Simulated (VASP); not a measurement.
# Mn: relaxation of cell and atoms with LDA

Mn:

```
Mn
1.0
     0.00000    1.90144    1.90144
     1.90144    0.00000    1.90144
     1.90144    1.90144    0.00000
Mn
2
Cartesian
  -0.4754 -0.4754 -0.4754
  0.4754 0.4754 0.4754
```

This isn't the form of Mn at room conditions, which is a 58-atom cubic cell.

```json
{"Program": "VASP 6.6.1", "Task": "relaxation of cell and atoms", "Functional": "LDA", "Potentials or basis": "VASP PAW LDA potentials, release 64 (Mn_pv)", "Cutoff": "600 eV", "k mesh": "17 × 17 × 17", "Occupations": "fermi-dirac, width 0.1 eV", "Spin": "collinear spin, ferromagnetic start", "Starting moments": "[3.0, 3.0] μB", "Target pressure": "500 GPa", "Dipole correction": "no", "Further INCAR settings": "ALGO = Normal; EDIFF = 1e-07; IBRION = 2; EDIFFG = -0.005; NSW = 32; ISIF = 3"}
```

| Property | Result |
| --- | --- |
| Relaxed volume | 7.29 Å³/atom |
| Relaxed cell | a = 2.742 Å, b = 2.742 Å, c = 2.742 Å, α = 60.00°, β = 60.00°, γ = 60.00° |
| Space group after relaxing (to 0.1 Å) | Fd-3m (No. 227) |
| Energy change on relaxing (the run minimises the enthalpy) | -1425.9 meV/atom |
| Ionic steps | 12 |
| Pressure after relaxing | 499.9 GPa |
| Band gap on the k mesh | zero (filled and empty bands overlap) |
| Net moment | 0.00 μB per cell |

Step by step:
```tsv
step	energy change (eV)	largest force (eV/Å)	pressure (GPa)	volume (Å³)
1	0.0000	0.0000	601.78	13.75
2	-14.5912	0.0000	35.68	24.40
3	-3.6281	0.0000	471.91	14.84
4	-2.8566	0.0000	499.72	14.58
5	-2.8035	0.0000	501.63	14.57
6	-2.8103	0.0000	501.42	14.57
7	-2.8308	0.0000	500.67	14.57
8	-2.8312	0.0000	500.63	14.57
9	-2.8326	0.0000	500.57	14.57
10	-2.8353	0.0000	500.46	14.58
11	-2.8408	0.0000	500.32	14.58
12	-2.8518	0.0000	499.90	14.58
```

Final structure:
```
Mn
1.0
     0.00000    1.93903    1.93903
     1.93903    0.00000    1.93903
     1.93903    1.93903    0.00000
Mn
2
Direct
  0.87500 0.87500 0.87500
  0.12500 0.12500 0.12500
```

Levels at points of the mesh, in eV from the Fermi level:
Spin up:
| k point | band 10 | band 11 | band 12 | band 13 | band 14 | band 15 | band 16 | band 17 |
| --- | --- | --- | --- | --- | --- | --- | --- | --- |
| (0.00, 0.00, 0.00) | -4.04 | -4.04 | -4.04 | 0.29 | 0.29 | 0.29 | 4.77 | 4.77 |
Spin down:
| k point | band 9 | band 10 | band 11 | band 12 | band 13 | band 14 | band 15 | band 16 | band 17 | band 18 |
| --- | --- | --- | --- | --- | --- | --- | --- | --- | --- | --- |
| (0.00, 0.00, 0.00) | -6.90 | -4.04 | -4.04 | -4.04 | 0.29 | 0.29 | 0.29 | 4.77 | 4.77 | 18.70 |

It took 20 min on 1 thread of Oxide Virtual Turin-like Processor, on a shared host, peak memory 0.17 GiB.

Caveat: the cell is relaxed towards a set pressure, so the run minimises the enthalpy, not the energy; atoms lie so close that the PAW spheres overlap strongly, which falsifies energies and pressures; the moments typed at the start vanished in this run.
